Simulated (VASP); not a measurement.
A run of VASP 6.6.1:

The input INCAR:

```
PREC = Accurate
ENCUT = 520
EDIFF = 1E-7
ISMEAR = -1
SIGMA = 0.15
LREAL = F
LASPH = T
NELM = 60
ALGO = Normal
ISIF = 2
LWAVE = F
LCHARG = F
NBANDS = 21
```

KPOINTS

```
Automatic mesh
0
Gamma
  9 9 9
  0.5 0.5 0.5
```

File POSCAR:

```
Ge
1.0
    3.9142559924      0.0000000030      0.0000000086
   -2.8592320955      2.6732362032      0.0000000077
   -0.3237519355     -1.4170343946      3.6343635183
Ge
2
Direct
    0.1859430000      0.9359430000      0.2500000000
    0.8140570000      0.0640570000      0.7500000000
```

Potentials or basis: VASP PAW LDA potentials, release 64 (Ge_d).

Launch:

```console
$ cat potpaw_LDA.64/Ge_d/POTCAR > POTCAR
$ mpirun -np 1 vasp_std > vasp.out
```

Hardware: 1 thread of Intel(R) Xeon(R) Platinum 8375C CPU @ 2.90GHz (Ice Lake) (shared host).

How long does it take, and how much memory?

Wall time 120 s on 1 thread of Intel(R) Xeon(R) Platinum 8375C CPU @ 2.90GHz (Ice Lake), with other jobs on the host, peak memory 0.2 GiB. Counts: scf iterations 11, k points 125.
